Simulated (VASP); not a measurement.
Here is a VASP 6.6.1 calculation.

File INCAR:

```
PREC = Accurate
ENCUT = 520
EDIFF = 1E-6
ISMEAR = 0
SIGMA = 0.1
LREAL = False
LASPH = True
NELM = 150
ALGO = Normal
ISIF = 2
LWAVE = False
LCHARG = False
ISPIN = 2
MAGMOM = 0 0 1 1 1 1 1 1 1 1
LORBIT = 11
LMAXMIX = 4
GGA = PE
NBANDS = 40
```

File KPOINTS:

```
Automatic mesh
0
Gamma
  4 4 4
```

The input POSCAR:

```
YAlC4N4
1.0
    6.2469003647      0.0000000000      0.0000000000
    0.0000000000      6.2469003647      0.0000000000
    0.0000000000      0.0000000000      6.2469003647
Y Al C N
1 1 4 4
Direct
    0.0000000000      0.0000000000      0.0000000000
    0.5000000000      0.5000000000      0.5000000000
    0.2210455509      0.2210455509      0.2210455509
    0.2210455509      0.7789544491      0.7789544491
    0.7789544491      0.2210455509      0.7789544491
    0.7789544491      0.7789544491      0.2210455509
    0.3306230118      0.3306230118      0.3306230118
    0.3306230118      0.6693769882      0.6693769882
    0.6693769882      0.3306230118      0.6693769882
    0.6693769882      0.6693769882      0.3306230118
```

Potentials or basis: VASP PAW PBE potentials, release 64 (Y_sv, Al, C, N).

The run is started by

```bash
$ cat potpaw_PBE.64/Y_sv/POTCAR potpaw_PBE.64/Al/POTCAR potpaw_PBE.64/C/POTCAR potpaw_PBE.64/N/POTCAR > POTCAR
$ mpirun -np 1 vasp_std > vasp.out
```

(1) What does it give for the largest force?

(2) What does it give for the net moment?

(3) Estimate the site moments.

## Answers

(1) 0.231 eV/Å.

(2) 1.91 μB per cell.

(3) Y +0.55; Al +0.01; C +0.05; N +0.06 μB.
